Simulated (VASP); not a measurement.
Runs of VASP 6.6.1 on Si. The structure is that of space group I4/mmm (No. 139), or close to it. The cells are those of the table. 

```csv
cell,gap on the mesh (eV),pressure (GPa),largest force (eV/Å)
"a = 4.983 Å, angles 98.2, 98.2, 135.6°, 4 atoms",none,5.4,0.09
"a = 4.992 Å, angles 98.8, 98.8, 133.9°, 4 atoms",none,(a),0.58
"a = 5.069 Å, angles 97.7, 97.7, 137.2°, 4 atoms",0.11,2.9,0.46
"a = 4.957 Å, angles 99.4, 99.4, 132.3°, 4 atoms",none,2.9,1.15
"a = 4.925 Å, angles 100.1, 100.1, 130.5°, 4 atoms",none,3.4,1.77
"a = 4.879 Å, angles 100.1, 100.1, 130.5°, 4 atoms",none,6.3,2.00
"a = 5.064 Å, angles 97.1, 97.1, 138.7°, 4 atoms",none,(b),1.04
"a = 5.291 Å, angles 97.1, 97.1, 138.7°, 4 atoms",none,-4.9,0.71
"a = 4.911 Å, angles 99.4, 99.4, 132.3°, 4 atoms",none,5.7,1.32
"a = 5.155 Å, angles 96.7, 96.7, 140.2°, 4 atoms",none,4.3,1.45
"a = 5.022 Å, angles 97.7, 97.7, 137.2°, 4 atoms",(c),5.8,0.47
"a = 5.168 Å, angles 98.8, 98.8, 133.9°, 4 atoms",none,-5.5,0.24
```

Alike in all rows: task single point; level PBEsol; potentials or basis VASP PAW PBE potentials, release 64 (Si); no spin polarisation; k mesh 12 × 12 × 12; cutoff (eV) 520; smearing gaussian 0.03 eV.

**Question.** Fill in the values left out.

**Answer.** (a) 2.6; (b) 6.4; (c) 0.04.

Caveats: the PAW data sets were made with another functional, which shifts forces and pressure a little; semilocal functionals underestimate gaps, and a narrow one can read as zero (at least some runs); the cell stands under pressure (at least some runs); the stress differs along the axes, from -2 to 5 GPa (at least some runs); the stress differs along the axes, from 0 to 8 GPa (at least some runs); the stress differs along the axes, from -7 to 8 GPa (at least some runs); the stress differs along the axes, from -10 to 10 GPa (at least some runs).

A k mesh can miss the band edges.

A gap of «none» marks levels without a gap at the run's occupations.
